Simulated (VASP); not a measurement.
# Al3GaN4 (R3m) in VASP: a series of runs

Al3GaN4 is run at these levels: r2SCAN; tasks: single point.

Program: VASP 6.6.1. These are calculated values, not measurements. Logs are shortened: lines on timing, memory, paths and dates and some standing lists are left out, and cuts for length are marked.

### 1 The cell of the first run

The structure is trigonal, space group R3m (No. 160). The conventional cell has a = 6.224 Å, b = 6.224 Å, c = 7.623 Å, α = 90.00°, β = 90.00°, γ = 120.00°. Al (site symmetry m) has 4 N at 1.89 Å within 2.5 Å. Ga (site symmetry 3m) has 4 N at 1.92 to 2.05 Å within 2.5 Å. Within 2.5 Å of N (site symmetry m) lie 3 Al at 1.89 Å and 1 Ga at 1.92 Å. N (site symmetry 3m) has 3 Al at 1.89 Å and 1 Ga at 2.05 Å within 2.5 Å.

### 2 Single point, r2SCAN (all Ga atoms moved -0.100 Å, as atom 4 along Cartesian [1 1 1])

POSCAR

```
Al3GaN4
1.0
    4.4012372935      0.0000000000      0.0000000000
    0.0000000000      4.4012372935      0.0000000000
    0.0000000000      0.0000000000      4.4012372935
Al Ga N
3 1 4
Direct
    0.5000000000      0.5000000000      0.0000000000
    0.5000000000      0.0000000000      0.5000000000
    0.0000000000      0.5000000000      0.5000000000
   -0.0131179082     -0.0131179082     -0.0131179082
    0.7444581597      0.7444581597      0.2555418403
    0.7444581597      0.2555418403      0.7444581597
    0.2555418403      0.7444581597      0.7444581597
    0.2555418403      0.2555418403      0.2555418403
```

INCAR.step1

```
SYSTEM = Al3GaN4
ALGO = Normal
EDIFF = 1E-4
ENCUT = 520
GGA = PE
ISMEAR = 0
LASPH = .True.
LCHARG = .False.
LREAL = .False.
LWAVE = .True.
NBANDS = 31
NELM = 80
PREC = Accurate
SIGMA = 0.05
```

INCAR.step2

```
SYSTEM = Al3GaN4
ALGO = Normal
EDIFF = 1E-6
ENCUT = 520
ISIF = 2
ISMEAR = 0
ISTART = 1
LASPH = .True.
LCHARG = .True.
LELF = .True.
LMIXTAU = .True.
LREAL = .False.
LVHAR = .True.
LWAVE = .False.
METAGGA = R2SCAN
NBANDS = 31
NELM = 80
PREC = Accurate
SIGMA = 0.05
```

KPOINTS

```
k-points
0
Gamma
  6 6 6
  0 0 0
```

Potentials or basis: VASP PAW PBE potentials, release 64 (Al, Ga_d, N).

Run with:

```bash
$ cat potpaw_PBE.64/Al/POTCAR potpaw_PBE.64/Ga_d/POTCAR potpaw_PBE.64/N/POTCAR > POTCAR
$ cp INCAR.step1 INCAR
$ mpirun -np 1 vasp_std > vasp.out
$ cp INCAR.step2 INCAR
$ mpirun -np 1 vasp_std > vasp.out
```

OUTCAR:

```text
SYSTEM = Al3GaN4
   EDIFF = 1E-6
   ENCUT = 520
   ISIF = 2
   ISMEAR = 0
   ISTART = 1
   LASPH = .True.
   LREAL = .False.
   METAGGA = R2SCAN
   NELM = 80
   PREC = Accurate

 ion  position               nearest neighbor table
   1  0.500  0.500  0.000-   5 1.89   6 1.89   7 1.89   8 1.89   4 3.03   3 3.11   2 3.11   2 3.11
                             3 3.11   2 3.11   2 3.11   3 3.11   3 3.11   4 3.11   4 3.11
   2  0.500  0.000  0.500-   5 1.89   6 1.89   7 1.89   8 1.89   4 3.03   3 3.11   1 3.11   1 3.11
                             1 3.11   3 3.11   1 3.11   3 3.11   3 3.11   4 3.11   4 3.11
   3  0.000  0.500  0.500-   5 1.89   6 1.89   7 1.89   8 1.89   4 3.03   2 3.11   1 3.11   1 3.11
                             2 3.11   1 3.11   2 3.11   1 3.11   2 3.11   4 3.11   4 3.11
   4  0.987  0.987  0.987-   5 1.92   6 1.92   7 1.92   8 2.05   2 3.03   3 3.03   1 3.03   2 3.11
                             1 3.11   3 3.11   2 3.11   3 3.11   1 3.11
   5  0.744  0.744  0.256-   1 1.89   2 1.89   3 1.89   4 1.92
   6  0.744  0.256  0.744-   1 1.89   2 1.89   3 1.89   4 1.92
   7  0.256  0.744  0.744-   1 1.89   2 1.89   3 1.89   4 1.92
   8  0.256  0.256  0.256-   1 1.89   2 1.89   3 1.89   4 2.05

  LATTYP: Found a simple cubic cell.
 ALAT       =     4.4012372935

  Lattice vectors:

 A1 = (   4.4012372935,   0.0000000000,   0.0000000000)
 A2 = (   0.0000000000,   4.4012372935,   0.0000000000)
 A3 = (   0.0000000000,   0.0000000000,   4.4012372935)

Analysis of symmetry for initial positions (statically):
=====================================================================
 Subroutine PRICEL returns:
 Original cell was already a primitive cell.

 Routine SETGRP: Setting up the symmetry group for a
 simple cubic supercell.

 Subroutine GETGRP returns: Found  6 space group operations
 (whereof  6 operations were pure point group operations)
 out of a pool of 48 trial point group operations.

The static configuration has the point symmetry C_3v.

Analysis of symmetry for dynamics (positions and initial velocities):
=====================================================================
 Subroutine PRICEL returns:
 Original cell was already a primitive cell.

 Routine SETGRP: Setting up the symmetry group for a
 simple cubic supercell.

 Subroutine GETGRP returns: Found  6 space group operations
 (whereof  6 operations were pure point group operations)
 out of a pool of 48 trial point group operations.

The dynamic configuration has the point symmetry C_3v.

 Subroutine INISYM returns: Found  6 space group operations
 (whereof  6 operations are pure point group operations),
 and found     1 'primitive' translations

----------------------------------------------------------------------------------------

                                     Primitive cell

  volume of cell :      85.2559

  direct lattice vectors                    reciprocal lattice vectors
     4.401237294  0.000000000  0.000000000     0.227208835  0.000000000  0.000000000
     0.000000000  4.401237294  0.000000000     0.000000000  0.227208835  0.000000000
     0.000000000  0.000000000  4.401237294     0.000000000  0.000000000  0.227208835

  length of vectors
     4.401237294  4.401237294  4.401237294     0.227208835  0.227208835  0.227208835

  position of ions in fractional coordinates (direct lattice)
     0.500000000  0.500000000  0.000000000
     0.500000000  0.000000000  0.500000000
     0.000000000  0.500000000  0.500000000
     0.986882092  0.986882092  0.986882092
     0.744458160  0.744458160  0.255541840
     0.744458160  0.255541840  0.744458160
     0.255541840  0.744458160  0.744458160
     0.255541840  0.255541840  0.255541840

  ion indices of the primitive-cell ions
   primitive index   ion index
                 1           1
                 2           2
                 3           3
                 4           4
                 5           5
                 6           6
                 7           7
                 8           8

----------------------------------------------------------------------------------------

 KPOINTS: k-points

Automatic generation of k-mesh.
 Grid dimensions read from file:
 generate k-points for:    6    6    6

 Generating k-lattice:

  Cartesian coordinates                     Fractional coordinates (reciprocal lattice)
     0.037868139  0.000000000  0.000000000     0.166666667  0.000000000  0.000000000
     0.000000000  0.037868139  0.000000000     0.000000000  0.166666667  0.000000000
     0.000000000  0.000000000  0.037868139     0.000000000  0.000000000  0.166666667

  Length of vectors
     0.037868139  0.037868139  0.037868139

  Shift w.r.t. Gamma in fractional coordinates (k-lattice)
     0.000000000  0.000000000  0.000000000

 Subroutine IBZKPT returns following result:
 ===========================================

 Found     32 irreducible k-points:

 Following reciprocal coordinates:
            Coordinates               Weight
  0.000000  0.000000  0.000000      1.000000
  0.166667  0.000000  0.000000      6.000000
  0.333333  0.000000  0.000000      6.000000
  0.500000  0.000000  0.000000      3.000000
  0.166667  0.166667  0.000000      6.000000
 -0.166667  0.166667  0.000000      6.000000
[... 16 lines left out ...]
 -0.166667  0.333333  0.333333      6.000000
  0.500000  0.333333  0.166667     12.000000
 [... further k-points ...]
   k-points           NKPTS =     32   k-points in BZ     NKDIM =     32   number of bands    NBANDS=     31
   number of dos      NEDOS =    301   number of ions     NIONS =      8
   total plane-waves  NPLWV =  46656
   dimension x,y,z NGX =    36 NGY =   36 NGZ =   36
   dimension x,y,z NGXF=    72 NGYF=   72 NGZF=   72
   ions per type =               3   1   4
   NGX,Y,Z   is equivalent  to a cutoff of  13.60, 13.60, 13.60 a.u.
   NGXF,Y,Z  is equivalent  to a cutoff of  27.20, 27.20, 27.20 a.u.
 SYSTEM =  Al3GaN4
   PREC   = accura    normal or accurate (medium, high low for compatibility)
   ISTART =      1    job   : 0-new  1-cont  2-samecut
   ICHARG =      0    charge: 1-file 2-atom 10-const
   ISPIN  =      1    spin polarized calculation?
   LNONCOLLINEAR =      F non collinear calculations
   LSORBIT =      F    spin-orbit coupling
   LASPH  =      T    aspherical Exc in radial PAW
   ENCUT  =  520.0 eV  38.22 Ry    6.18 a.u.   8.18  8.18  8.18*2*pi/ulx,y,z
   NELM   =     80;   NELMIN=  2; NELMDL=  0     # of ELM steps
   EDIFF  = 0.1E-05   stopping-criterion for ELM
   LREAL  =      F    real-space projection
   EDIFFG = 0.1E-04   stopping-criterion for IOM
   NSW    =      0    number of steps for IOM
   IBRION =     -1    ionic relax: 0-MD 1-quasi-New 2-CG
   NFREE  =      0    steps in history (QN), initial steepest desc. (CG)
   ISIF   =      2    stress and relaxation
   ISYM   =      2    0-nonsym 1-usesym 2-fastsym
   POTIM  = 0.5000    time-step for ionic-motion
   TEBEG  =    0.0;   TEEND  =   0.0 temperature during run
   PSTRESS=    0.0 pullay stress
   NELECT =      42.0000    total number of electrons
   NUPDOWN=      -1.0000    fix difference up-down
   EMIN   =  10.00;   EMAX   =-10.00  energy-range for DOS
   EFERMI =   0.00;   METHOD = LEGACY
   ISMEAR =     0;   SIGMA  =   0.05  broadening in eV -4-tet -1-fermi 0-gaus
   EFERMI_NEDOS =   21; number of points for ismear=-14 and -15
   IALGO  =     38    algorithm
   IMIX   =      4    mixing-type and parameters
     AMIX     =   0.40;   BMIX     =  1.00
     AMIX_MAG =   1.60;   BMIX_MAG =  1.00
  volume/ion in A,a.u.               =      10.66        71.92
  Fermi-wavevector in a.u.,A,eV,Ry     =   1.292954  2.443329 22.745275  1.671731
  Thomas-Fermi vector in A             =   2.424630
   LORBIT       =      0    0 simple, 1 ext, 2 COOP (PROOUT), +10 PAW based schemes
   METAGGA = R2SCAN    functional components
   LHFCALC =     F    Hartree Fock is set to
   AEXX    =    0.0000 exact exchange contribution
   IVDW    =     0    specifies the selected vdW correction
   LEPSILON=     F    determine dielectric tensor
   LRPA    =     F    only Hartree local field effects (RPA)
 non-spin polarized calculation
 Gauss-broadening in eV      SIGMA  =   0.05
  energy-cutoff  :      520.00
  volume of cell :       85.26
 maximum number of plane-waves:      2320
 NGX is ok and might be reduce to    36
   NGX = 17   NGY = 17   NGZ = 17

 number of electron      41.9999993 magnetization

 Free energy of the ion-electron system (eV)
  ---------------------------------------------------
  ext. energy  EPLUGINS =         0.00000000
  ---------------------------------------------------
  free energy    TOTEN  =       -79.35045604 eV

  energy without entropy =      -79.35045604  energy(sigma->0) =      -79.35045604

 E-fermi :   5.8376     XC(G=0): -11.7537

 val. band max:        5.6020041595   @ k =   0.0000   0.0000   0.0000
 cond. band min:       9.0836140313   @ k =   0.0000   0.0000   0.0000
 fundamental gap:      3.4816098718
 Fermi energy:         5.8376295832

 k-point     1 :       0.0000    0.0000    0.0000
  band No.  band energies     occupation
      1     -10.5142      2.00000
      2      -8.7069      2.00000
      3      -8.7069      2.00000
      4      -8.3318      2.00000
      5      -7.4958      2.00000
      6      -7.4958      2.00000
[... 23 lines left out ...]
     30      18.3698      0.00000
     31      18.3698      0.00000

 k-point     2 :       0.1667    0.0000    0.0000
  band No.  band energies     occupation
      1     -10.3892      2.00000
      2      -8.7761      2.00000
      3      -8.7106      2.00000
      4      -8.3552      2.00000
      5      -7.4944      2.00000
      6      -7.4913      2.00000
[... 23 lines left out ...]
     30      18.5281      0.00000
     31      18.5804      0.00000

 k-point     3 :       0.3333    0.0000    0.0000
  band No.  band energies     occupation
      1     -10.0407      2.00000
      2      -9.0341      2.00000
      3      -8.7178      2.00000
      4      -8.4008      2.00000
      5      -7.4915      2.00000
      6      -7.4791      2.00000
[... 703 lines left out ...]
     30      17.3753      0.00000
     31      17.6989      0.00000

 k-point    24 :       0.5000    0.3333    0.1667
  band No.  band energies     occupation
      1      -9.3342      2.00000
      2      -9.1611      2.00000
      3      -8.9465      2.00000
      4      -8.4015      2.00000
      5      -7.4741      2.00000
      6      -7.4618      2.00000
[... 23 lines left out ...]
     30      17.2690      0.00000
     31      17.6231      0.00000

 [... further k-points ...]
[... 5 lines left out ...]
  --------------------------------------------------------------------------------------
  -------------------------------------------------------------------------------------
  Total        0.1513014      0.1513014      0.1513014     -0.4212255     -0.4212255     -0.4212255
  in kB        2.8433426      2.8433426      2.8433426     -7.9159110     -7.9159110     -7.9159110
  external PRESSURE =       2.8433426 kB  Pullay stress =       0.0000000 kB

 VOLUME and BASIS-vectors are now :
 -----------------------------------------------------------------------------
  energy-cutoff  :      520.00
  volume of cell :       85.26
      direct lattice vectors                 reciprocal lattice vectors
     4.401237294  0.000000000  0.000000000     0.227208835  0.000000000  0.000000000
     0.000000000  4.401237294  0.000000000     0.000000000  0.227208835  0.000000000
     0.000000000  0.000000000  4.401237294     0.000000000  0.000000000  0.227208835

 POSITION                                       TOTAL-FORCE (eV/Angst)
 -----------------------------------------------------------------------------------
      2.20062      2.20062      0.00000        -0.287549     -0.287549      0.215272
      2.20062      0.00000      2.20062        -0.287549      0.215272     -0.287549
      0.00000      2.20062      2.20062         0.215272     -0.287549     -0.287549
      4.34350      4.34350      4.34350         0.947146      0.947146      0.947146
      3.27654      3.27654      1.12470        -0.228232     -0.228232      0.142028
      3.27654      1.12470      3.27654        -0.228232      0.142028     -0.228232
      1.12470      3.27654      3.27654         0.142028     -0.228232     -0.228232
      1.12470      1.12470      1.12470        -0.272885     -0.272885     -0.272885
 -----------------------------------------------------------------------------------
    total drift:                               -0.005647     -0.005647     -0.005640

  FREE ENERGIE OF THE ION-ELECTRON SYSTEM (eV)
  ---------------------------------------------------
  free  energy   TOTEN  =       -79.3504560379 eV

  energy  without entropy=      -79.3504560379  energy(sigma->0) =      -79.35045604
```

Wall time 2.2 min (1 thread of Intel Xeon 6975P-C (Granite Rapids), shared host); peak memory 0.25 GiB.

What came out:

```
Free energy            : -79.3505 eV
Pressure               : 0.3 GPa
Largest force          : 1.641 eV/Å
Band gap on the k mesh : 3.48 eV, direct
```

Forces on the atoms (eV/Å):
```
Al  -0.288 -0.288  0.215
Al  -0.288  0.215 -0.288
Al   0.215 -0.288 -0.288
Ga   0.947  0.947  0.947
N   -0.228 -0.228  0.142
N   -0.228  0.142 -0.228
N    0.142 -0.228 -0.228
N   -0.273 -0.273 -0.273
```

Stress tensor (GPa, compression positive):
```
 0.28 -0.79 -0.79
-0.79  0.28 -0.79
-0.79 -0.79  0.28
```

Levels at points of the mesh, in eV from the valence-band top:
| k point | band 18 | band 19 | band 20 | band 21 | band 22 | band 23 | band 24 | band 25 |
| --- | --- | --- | --- | --- | --- | --- | --- | --- |
| (0.00, 0.00, 0.00) | -2.07 | -0.15 | -0.15 | 0.00 | 3.48 | 4.05 | 4.05 | 4.06 |
| (0.50, 0.00, 0.00) | -1.46 | -1.30 | -1.15 | -0.90 | 5.94 | 6.29 | 6.67 | 6.77 |
| (0.50, 0.50, 0.00) | -1.02 | -0.80 | -0.64 | -0.48 | 7.79 | 8.04 | 8.32 | 8.53 |
| (0.50, 0.50, 0.50) | -0.68 | -0.58 | -0.58 | -0.18 | 6.07 | 7.67 | 7.67 | 7.70 |

Caveat: the cell differs from its parent crystal (all Ga atoms moved -0.100 Å, as atom 4 along Cartesian [1 1 1]); the PAW data sets were made with another functional, which shifts forces and pressure a little.

(Continued in part 2 of 2.)
